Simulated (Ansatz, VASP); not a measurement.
**One calculation of Ti12Si, two programs**

The input INCAR:

```
PREC = Accurate
ENCUT = 520
EDIFF = 1E-6
ISMEAR = 0
SIGMA = 0.1
LREAL = False
LASPH = True
NELM = 60
ALGO = Normal
ISIF = 2
LWAVE = False
LCHARG = False
LDIPOL = True
IDIPOL = 3
DIPOL = 0.5 0.5 0.306
GGA = PE
IVDW = 12
NBANDS = 86
```

The input KPOINTS:

```
Automatic mesh
0
Gamma
  6 6 1
```

POSCAR

```
Ti12Si
1.0
    5.7099611434      0.0000000000      0.0000000000
   -2.8549805717      4.9449714048      0.0000000000
    0.0000000000      0.0000000000     21.5932633302
Ti Si
12 1
Direct
    0.3333333333      0.1666666667      0.1852429593
    0.3333333333      0.6666666667      0.1852429593
    0.8333333333      0.1666666667      0.1852429593
    0.8333333333      0.6666666667      0.1852429593
    0.1666666667      0.3333333333      0.2894365806
    0.1666666667      0.8333333333      0.2894365806
    0.6666666667      0.3333333333      0.2894365806
    0.6666666667      0.8333333333      0.2894365806
    0.0000000000      0.0000000000      0.3933293083
    0.0000000000      0.5000000000      0.3933293083
    0.5000000000      0.0000000000      0.3933293083
    0.5000000000      0.5000000000      0.3933293083
    0.3333333333      0.1666666667      0.5091061579
```

Input for Ansatz:

```yaml
crystal:
  lattice:
    - [5.7099611434, 0.0, 0.0]
    - [-2.8549805717, 4.9449714048, 0.0]
    - [0.0, 0.0, 21.5932633302]
  atoms:
    - { symbol: Ti, position: [0.3333333333, 0.1666666667, 0.1852429593] }
    - { symbol: Ti, position: [0.3333333333, 0.6666666667, 0.1852429593] }
    - { symbol: Ti, position: [0.8333333333, 0.1666666667, 0.1852429593] }
    - { symbol: Ti, position: [0.8333333333, 0.6666666667, 0.1852429593] }
    - { symbol: Ti, position: [0.1666666667, 0.3333333333, 0.2894365806] }
    - { symbol: Ti, position: [0.1666666667, 0.8333333333, 0.2894365806] }
    - { symbol: Ti, position: [0.6666666667, 0.3333333333, 0.2894365806] }
    - { symbol: Ti, position: [0.6666666667, 0.8333333333, 0.2894365806] }
    - { symbol: Ti, position: [0.0, 0.0, 0.3933293083] }
    - { symbol: Ti, position: [0.0, 0.5, 0.3933293083] }
    - { symbol: Ti, position: [0.5, 0.0, 0.3933293083] }
    - { symbol: Ti, position: [0.5, 0.5, 0.3933293083] }
    - { symbol: Si, position: [0.3333333333, 0.1666666667, 0.5091061579] }
basis:
  ecutwfc: 420
kpoints:
  mp_grid: { grid: [6, 6, 1] }
hamiltonian:
  xc: pbe
  pseudopotentials: { kind: paw, azcp: { folder: soft_1 } }
  dispersion: d3bj
scf:
  occupations: { method: gaussian, width: 0.1 }
output:
  forces: true
  eigenvalues: true
efield:
  axis: 3
  dipole_correction: true
  ramp_width: 0.04
```

Alike in both runs: task single point; functional PBE; dispersion D3(BJ); k mesh 6 × 6 × 1; occupations gaussian, width 0.1 eV; no spin polarisation.

|  | VASP | Ansatz |
| --- | --- | --- |
| version | VASP 6.6.1 | Ansatz 0.2.0 |
| potentials or method | VASP PAW PBE potentials, release 64 (Ti_sv, Si), cutoff 520 eV | scalar-relativistic, plane waves, PAW |
| valence electrons in the cell | 148 | 148 |

```tsv
	VASP	Ansatz	Ansatz less VASP
gap on the k mesh at the Fermi level (eV)	none	none	-
rms of the force components (eV/Å)	0.461	0.458	-0.0026
```

Atom by atom the forces differ by 0.008 eV/Å (rms over components). A gap of «none» marks a metal or a gap that the smearing closes.
